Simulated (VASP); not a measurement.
# GaW2 (P6/mmm) in VASP: notebook, part 2 of 2

VASP 6.6.1. The steps go on from the part before.

### Step 3. Relaxation of cell and atoms, PBE

INCAR reads:

```
  PREC = Accurate
  ENCUT = 600
  EDIFF = 1E-6
  ISMEAR = 0
  SIGMA = 0.1
  LREAL = False
  LASPH = True
  NELM = 100
  ALGO = Fast
  ISIF = 3
  LWAVE = False
  LCHARG = False
  GGA = PE
  IBRION = 2
  NSW = 100
  EDIFFG = -0.01
```

KPOINTS reads:

```
regular mesh
0
Gamma
  12 12 18
```

POSCAR reads:

```
GaW2
1.0
    4.5728895307      0.0000000000      0.0000000000
   -2.2864447653      3.9602385023      0.0000000000
    0.0000000000      0.0000000000      2.7057362502
Ga W
1 2
Direct
    0.0000000000      0.0000000000      0.0000000000
    0.3333333333      0.6666666667      0.5000000000
    0.6666666667      0.3333333333      0.5000000000
```

Potentials or basis: VASP PAW PBE potentials, release 64 (Ga_d, W_sv).

On the command line:

```sh
> cat potpaw_PBE.64/Ga_d/POTCAR potpaw_PBE.64/W_sv/POTCAR > POTCAR
> mpirun -np 1 vasp_std > vasp.out
```

OUTCAR:

```text
PREC = Accurate
   ENCUT = 600
   EDIFF = 1E-6
   ISMEAR = 0
   LREAL = False
   LASPH = True
   NELM = 100
   ISIF = 3
   GGA = PE
   IBRION = 2
   NSW = 100
   EDIFFG = -0.01

 ion  position               nearest neighbor table
   1  0.000  0.000  0.000-   2 2.97   3 2.97   2 2.97   3 2.97   2 2.97   2 2.97   3 2.97   3 2.97
                             3 2.97   3 2.97   2 2.97   2 2.97
   2  0.333  0.667  0.500-   3 2.64   3 2.64   3 2.64   1 2.97   1 2.97   1 2.97   1 2.97   1 2.97
                             1 2.97
   3  0.667  0.333  0.500-   2 2.64   2 2.64   2 2.64   1 2.97   1 2.97   1 2.97   1 2.97   1 2.97
                             1 2.97

  LATTYP: Found a hexagonal cell.
 ALAT       =     4.5728895307
 C/A-ratio  =     0.5916907094

  Lattice vectors:

 A1 = (   4.5728895307,   0.0000000000,   0.0000000000)
 A2 = (  -2.2864447653,   3.9602385023,   0.0000000000)
 A3 = (   0.0000000000,   0.0000000000,   2.7057362502)

Analysis of symmetry for initial positions (statically):
=====================================================================
 Subroutine PRICEL returns:
 Original cell was already a primitive cell.

 Routine SETGRP: Setting up the symmetry group for a
 hexagonal supercell.

 Subroutine GETGRP returns: Found 24 space group operations
 (whereof 24 operations were pure point group operations)
 out of a pool of 24 trial point group operations.

The static configuration has the point symmetry D_6h.

Analysis of symmetry for dynamics (positions and initial velocities):
=====================================================================
 Subroutine PRICEL returns:
 Original cell was already a primitive cell.

 Routine SETGRP: Setting up the symmetry group for a
 hexagonal supercell.

 Subroutine GETGRP returns: Found 24 space group operations
 (whereof 24 operations were pure point group operations)
 out of a pool of 24 trial point group operations.

The dynamic configuration has the point symmetry D_6h.

 Subroutine INISYM returns: Found 24 space group operations
 (whereof 24 operations are pure point group operations),
 and found     1 'primitive' translations

----------------------------------------------------------------------------------------

                                     Primitive cell

  volume of cell :      49.0002

  direct lattice vectors                    reciprocal lattice vectors
     4.572889531  0.000000000  0.000000000     0.218680113  0.126255022  0.000000000
    -2.286444765  3.960238502  0.000000000     0.000000000  0.252510044  0.000000000
     0.000000000  0.000000000  2.705736250     0.000000000  0.000000000  0.369585173

  length of vectors
     4.572889531  4.572889531  2.705736250     0.252510044  0.252510044  0.369585173

  position of ions in fractional coordinates (direct lattice)
     0.000000000  0.000000000  0.000000000
     0.333333333  0.666666667  0.500000000
     0.666666667  0.333333333  0.500000000

  ion indices of the primitive-cell ions
   primitive index   ion index
                 1           1
                 2           2
[... 25 lines left out ...]

 Found    190 irreducible k-points:

 Following reciprocal coordinates:
            Coordinates               Weight
  0.000000  0.000000  0.000000      1.000000
  0.083333  0.000000  0.000000      6.000000
  0.166667  0.000000  0.000000      6.000000
  0.250000 -0.000000  0.000000      6.000000
  0.333333 -0.000000  0.000000      6.000000
  0.416667  0.000000  0.000000      6.000000
[... 16 lines left out ...]
  0.250000 -0.000000  0.055556     12.000000
  0.333333 -0.000000  0.055556     12.000000
 [... further k-points ...]
   k-points           NKPTS =    190   k-points in BZ     NKDIM =    190   number of bands    NBANDS=     24
   number of dos      NEDOS =    301   number of ions     NIONS =      3
   total plane-waves  NPLWV =  38400
   dimension x,y,z NGX =    40 NGY =   40 NGZ =   24
   dimension x,y,z NGXF=    80 NGYF=   80 NGZF=   48
   ions per type =               1   2
   NGX,Y,Z   is equivalent  to a cutoff of  14.54, 14.54, 14.75 a.u.
   NGXF,Y,Z  is equivalent  to a cutoff of  29.08, 29.08, 29.49 a.u.
 SYSTEM =  unknown system
   PREC   = accura    normal or accurate (medium, high low for compatibility)
   ISTART =      0    job   : 0-new  1-cont  2-samecut
   ICHARG =      2    charge: 1-file 2-atom 10-const
   ISPIN  =      1    spin polarized calculation?
   LNONCOLLINEAR =      F non collinear calculations
   LSORBIT =      F    spin-orbit coupling
   LASPH  =      T    aspherical Exc in radial PAW
   ENCUT  =  600.0 eV  44.10 Ry    6.64 a.u.   9.13  9.13  5.40*2*pi/ulx,y,z
   NELM   =    100;   NELMIN=  2; NELMDL= -5     # of ELM steps
   EDIFF  = 0.1E-05   stopping-criterion for ELM
   LREAL  =      F    real-space projection
   EDIFFG = -.1E-01   stopping-criterion for IOM
   NSW    =    100    number of steps for IOM
   IBRION =      2    ionic relax: 0-MD 1-quasi-New 2-CG
   NFREE  =      1    steps in history (QN), initial steepest desc. (CG)
   ISIF   =      3    stress and relaxation
   ISYM   =      2    0-nonsym 1-usesym 2-fastsym
   POTIM  = 0.5000    time-step for ionic-motion
   TEBEG  =    0.0;   TEEND  =   0.0 temperature during run
   PSTRESS=    0.0 pullay stress
   NELECT =      41.0000    total number of electrons
   NUPDOWN=      -1.0000    fix difference up-down
   EMIN   =  10.00;   EMAX   =-10.00  energy-range for DOS
   EFERMI =   0.00;   METHOD = LEGACY
   ISMEAR =     0;   SIGMA  =   0.10  broadening in eV -4-tet -1-fermi 0-gaus
   EFERMI_NEDOS =   21; number of points for ismear=-14 and -15
   IALGO  =     68    algorithm
   IMIX   =      4    mixing-type and parameters
     AMIX     =   0.40;   BMIX     =  1.00
     AMIX_MAG =   1.60;   BMIX_MAG =  1.00
  volume/ion in A,a.u.               =      16.33       110.22
  Fermi-wavevector in a.u.,A,eV,Ry     =   1.542660  2.915205 32.379152  2.379801
  Thomas-Fermi vector in A             =   2.648433
   LORBIT       =      0    0 simple, 1 ext, 2 COOP (PROOUT), +10 PAW based schemes
   GGA     = PE    functional components
   LHFCALC =     F    Hartree Fock is set to
   AEXX    =    0.0000 exact exchange contribution
   IVDW    =     0    specifies the selected vdW correction
   LEPSILON=     F    determine dielectric tensor
   LRPA    =     F    only Hartree local field effects (RPA)
 conjugate gradient relaxation of ions
 non-spin polarized calculation
 RMM-DIIS sequential band-by-band and
 Gauss-broadening in eV      SIGMA  =   0.10
  energy-cutoff  :      600.00
  volume of cell :       49.00
 maximum number of plane-waves:      1661
 NGX is ok and might be reduce to    40
   NGX = 19   NGY = 19   NGZ = 11

--------------------------------------- Ionic step        1  -------------------------------------------

 number of electron      40.9999999 magnetization

 Free energy of the ion-electron system (eV)
  ---------------------------------------------------
  ext. energy  EPLUGINS =         0.00000000
  ---------------------------------------------------
  free energy    TOTEN  =       -27.06656105 eV

  energy without entropy =      -27.05278855  energy(sigma->0) =      -27.05967480

------------------------ aborting loop because EDIFF is reached ----------------------------------------

  FORCE on cell =-STRESS in cart. coord.  units (eV):
  Direction    XX          YY          ZZ          XY          YZ          ZX
  --------------------------------------------------------------------------------------
  -------------------------------------------------------------------------------------
  Total        0.4584220      0.4584220     -0.0258104      0.0000000      0.0000000      0.0000000
  in kB       14.9892019     14.9892019     -0.8439335      0.0000000      0.0000000      0.0000000
  external PRESSURE =       9.7114901 kB  Pullay stress =       0.0000000 kB
[... 135 lines left out ...]
--------------------------------------- Ionic step        5  -------------------------------------------

 number of electron      40.9999999 magnetization

 Free energy of the ion-electron system (eV)
  ---------------------------------------------------
  ext. energy  EPLUGINS =         0.00000000
  ---------------------------------------------------
  free energy    TOTEN  =       -27.06815431 eV

  energy without entropy =      -27.05435804  energy(sigma->0) =      -27.06125617

 E-fermi :   9.8755     XC(G=0): -12.8639

 val. band max:        9.8738889043   @ k =   0.2500  -0.0000   0.5000
 cond. band min:       9.8812721334   @ k =   0.0833   0.0000   0.3889
 fundamental gap:      0.0073832292
 Fermi energy:         9.8755389826

 k-point     1 :       0.0000    0.0000    0.0000
  band No.  band energies     occupation
      1     -64.2811      2.00000
      2     -64.1471      2.00000
      3     -28.8314      2.00000
      4     -28.8314      2.00000
      5     -28.1571      2.00000
      6     -28.0397      2.00000
[... 637 lines left out ...]
     23      12.1967      0.00000
     24      12.5252      0.00000

 [... further k-points ...]
[... 5 lines left out ...]
  --------------------------------------------------------------------------------------
  -------------------------------------------------------------------------------------
  Total        0.0027597      0.0027597      0.0118619      0.0000000      0.0000000      0.0000000
  in kB        0.0898569      0.0898569      0.3862301      0.0000000      0.0000000      0.0000000
  external PRESSURE =       0.1886480 kB  Pullay stress =       0.0000000 kB
[... 18 lines left out ...]
  FREE ENERGIE OF THE ION-ELECTRON SYSTEM (eV)
  ---------------------------------------------------
  free  energy   TOTEN  =       -27.0681543070 eV

  energy  without entropy=      -27.0543580369  energy(sigma->0) =      -27.06125617

 reached required accuracy - stopping structural energy minimisation
```

CONTCAR:

```text
GaW2
   1.00000000000000
     4.5885758282449789    0.0000000000001981    0.0000000000000000
    -2.2942879140721466    3.9738232344653177    0.0000000000000000
     0.0000000000000000    0.0000000000000000    2.6985702339892779
  Ga              W
     1     2
Direct
     0.0000000000000000    0.0000000000000000    0.0000000000000000
     0.3333333332999970    0.6666666667000030    0.5000000000000000
     0.6666666667000030    0.3333333332999970    0.5000000000000000

  0.00000000E+00  0.00000000E+00  0.00000000E+00
  0.00000000E+00  0.00000000E+00  0.00000000E+00
  0.00000000E+00  0.00000000E+00  0.00000000E+00
```

Run time: 21 min. Hardware: 1 thread of Intel Xeon Platinum 8488C (Sapphire Rapids), shared host; peak memory 0.4 GiB.

Results:

```
Free energy                           : -27.0682 eV
Relaxed volume                        : 16.40 Å³/atom
Relaxed cell                          : a = 4.589 Å, b = 4.589 Å, c = 2.699 Å, α = 90.00°, β = 90.00°, γ = 120.00°
Space group after relaxing (to 0.1 Å) : P6/mmm (No. 191)
Energy gained by relaxing             : 0.5 meV/atom
Ionic steps                           : 5
Pressure after relaxing               : 0.0 GPa
Band gap on the k mesh                : zero (an odd number of electrons rules out a gap without spin polarisation)
```

Step by step:
```
step  energy change (eV)  largest force (eV/Å)  pressure (GPa)  volume (Å³)
   1              0.0000                0.0000            0.97        49.00
   2              0.0018                0.0000           -2.05        49.70
   3             -0.0013                0.0000           -0.25        49.28
   4             -0.0016                0.0000            0.04        49.19
   5             -0.0016                0.0000            0.02        49.21
```

Final structure:
```
Ga W
1.0
     4.58858    0.00000    0.00000
    -2.29429    3.97382    0.00000
     0.00000    0.00000    2.69857
Ga W
1 2
Direct
  0.00000 0.00000 0.00000
  0.33333 0.66667 0.50000
  0.66667 0.33333 0.50000
```

Caveat: spin-orbit coupling is left out, which moves the levels of the heavy elements.
